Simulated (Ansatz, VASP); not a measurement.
WS2: VASP beside Ansatz

Contents of INCAR:

```
PREC = Accurate
ENCUT = 400
EDIFF = 1E-6
ISMEAR = 0
SIGMA = 0.02
LREAL = F
LASPH = T
NELM = 120
ALGO = Normal
ISIF = 2
LWAVE = F
LCHARG = F
LDIPOL = T
IDIPOL = 3
DIPOL = 0.5 0.5 0.500
GGA = PE
NBANDS = 64
GGA_COMPAT = F
NELMDL = -8
```

Contents of KPOINTS:

```
Automatic mesh
0
Gamma
  12 12 1
```

File POSCAR:

```
WS2
1.0
    3.1556636460      0.0000000000      0.0000000000
   -1.5778318230      2.7328848830      0.0000000000
    0.0000000000      0.0000000000     62.7644110220
S W
8 4
Direct
    0.3333333333      0.6666666667      0.3296629797
    0.3333333333      0.6666666667      0.3798813131
    0.6666666667      0.3333333333      0.4265434570
    0.6666666667      0.3333333333      0.4767089551
    0.3333333333      0.6666666667      0.5232910449
    0.3333333333      0.6666666667      0.5734565430
    0.6666666667      0.3333333333      0.6201186869
    0.6666666667      0.3333333333      0.6703370203
    0.6666666667      0.3333333333      0.3547874299
    0.3333333333      0.6666666667      0.4516266441
    0.6666666667      0.3333333333      0.5483733559
    0.3333333333      0.6666666667      0.6452125701
```

Input for Ansatz:

```yaml
crystal:
  lattice:
    - [3.155663646, 0.0, 0.0]
    - [-1.577831823, 2.732884883, 0.0]
    - [0.0, 0.0, 62.764411022]
  atoms:
    - { symbol: S, position: [0.3333333333, 0.6666666667, 0.3296629797] }
    - { symbol: W, position: [0.6666666667, 0.3333333333, 0.3547874299] }
    - { symbol: S, position: [0.3333333333, 0.6666666667, 0.3798813131] }
    - { symbol: S, position: [0.6666666667, 0.3333333333, 0.426543457] }
    - { symbol: W, position: [0.3333333333, 0.6666666667, 0.4516266441] }
    - { symbol: S, position: [0.6666666667, 0.3333333333, 0.4767089551] }
    - { symbol: S, position: [0.3333333333, 0.6666666667, 0.5232910449] }
    - { symbol: W, position: [0.6666666667, 0.3333333333, 0.5483733559] }
    - { symbol: S, position: [0.3333333333, 0.6666666667, 0.573456543] }
    - { symbol: S, position: [0.6666666667, 0.3333333333, 0.6201186869] }
    - { symbol: W, position: [0.3333333333, 0.6666666667, 0.6452125701] }
    - { symbol: S, position: [0.6666666667, 0.3333333333, 0.6703370203] }
  periodic: [true, true, false]
basis:
  ecutwfc: 420
kpoints:
  mp_grid: { grid: [12, 12, 1] }
  band_path:
    path:
      - [0.0, 0.0, 0.0]
      - [0.013048564, 0.0, 0.0]
      - [0.486951436, 0.0, 0.0]
      - [0.055555556, 0.0, 0.0]
      - [0.111111111, 0.0, 0.0]
      - [0.166666667, 0.0, 0.0]
      - [0.222222222, 0.0, 0.0]
      - [0.277777778, 0.0, 0.0]
      - [0.333333333, 0.0, 0.0]
      - [0.388888889, 0.0, 0.0]
      - [0.444444444, 0.0, 0.0]
      - [0.5, 0.0, 0.0]
      - [0.492466408, 0.015067184, 0.0]
      - [0.340866925, 0.318266149, 0.0]
      - [0.481481481, 0.037037037, 0.0]
      - [0.462962963, 0.074074074, 0.0]
      - [0.444444444, 0.111111111, 0.0]
      - [0.425925926, 0.148148148, 0.0]
      - [0.407407407, 0.185185185, 0.0]
      - [0.388888889, 0.222222222, 0.0]
      - [0.37037037, 0.259259259, 0.0]
      - [0.351851852, 0.296296296, 0.0]
      - [0.333333333, 0.333333333, 0.0]
      - [0.325799741, 0.325799741, 0.0]
      - [0.007533592, 0.007533592, 0.0]
      - [0.296296296, 0.296296296, 0.0]
      - [0.259259259, 0.259259259, 0.0]
      - [0.222222222, 0.222222222, 0.0]
      - [0.185185185, 0.185185185, 0.0]
      - [0.148148148, 0.148148148, 0.0]
      - [0.111111111, 0.111111111, 0.0]
      - [0.074074074, 0.074074074, 0.0]
      - [0.037037037, 0.037037037, 0.0]
    npoints: 1
scf:
  occupations: { method: gaussian, width: 0.02 }
  n_extra_bands: 6
hamiltonian:
  xc: pbe
  pseudopotentials: { kind: paw, azcp: { folder: soft_1 } }
output:
  eigenvalues: true
  forces: true
  stress: true
```

Alike in both runs: task single point; functional PBE; k mesh 12 × 12 × 1; occupations gaussian, width 0.02 eV; no spin polarisation.

|  | VASP | Ansatz |
| --- | --- | --- |
| version | VASP 6.6.1 | Ansatz 0.2.0 |
| potentials or method | VASP PAW PBE potentials, release 64 (S, W_sv), cutoff 400 eV | plane-wave PAW, scalar-relativistic |
| valence electrons in the cell | 104 | 104 |

Ansatz gave:

| Item | Value |
| --- | --- |
| gap on the k mesh at the Fermi level (eV) | 1.04 |
| rms of the force components (eV/Å) | 0.035 |

Question: Which values does VASP return?

Answer: gap on the k mesh at the Fermi level (eV): 1.06; rms of the force components (eV/Å): 0.036.

The functional is the same, so the differences come from potentials, cutoffs and numerics. Ansatz's warnings: slab cell height set.

Neither program's run includes spin-orbit coupling.
